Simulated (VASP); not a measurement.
HC18Cl, 20 atoms in the cell. The cell holds a slab with vacuum, 20 atoms: a = 7.398 Å, b = 7.398 Å, c = 13.000 Å, α = 90.00°, β = 90.00°, γ = 120.00°. 

| Item | Value |
| --- | --- |
| Program | VASP 6.6.1 |
| Task | single point |
| Functional | PBE |
| Dispersion | D3(BJ) |
| Potentials or basis | VASP PAW PBE potentials, release 64 (C, Cl, H) |
| Cutoff | 520 eV |
| k mesh | 2 × 2 × 1 |
| Occupations | fermi-dirac, width 0.05 eV |
| Spin | no spin polarisation |
| Dipole correction | no |
| Further INCAR settings | LREAL = Auto; ALGO = Normal; EDIFF = 1e-06; NBANDS = 56 |

Potentials or basis: VASP PAW PBE potentials, release 64 (C, Cl, H).

Command:

```bash
$ cat potpaw_PBE.64/C/POTCAR potpaw_PBE.64/Cl/POTCAR potpaw_PBE.64/H/POTCAR > POTCAR
$ mpirun -np 1 vasp_std > vasp.out
```

Hardware: 1 thread of Oxide Virtual Turin-like Processor, with other jobs on the host.

Problem. How long does it take, and how much memory?

Solution. Run time: 5.1 min on 1 thread of Oxide Virtual Turin-like Processor, with other jobs on the host, peak memory 0.6 GiB. Counts: scf iterations 22, k points 4.
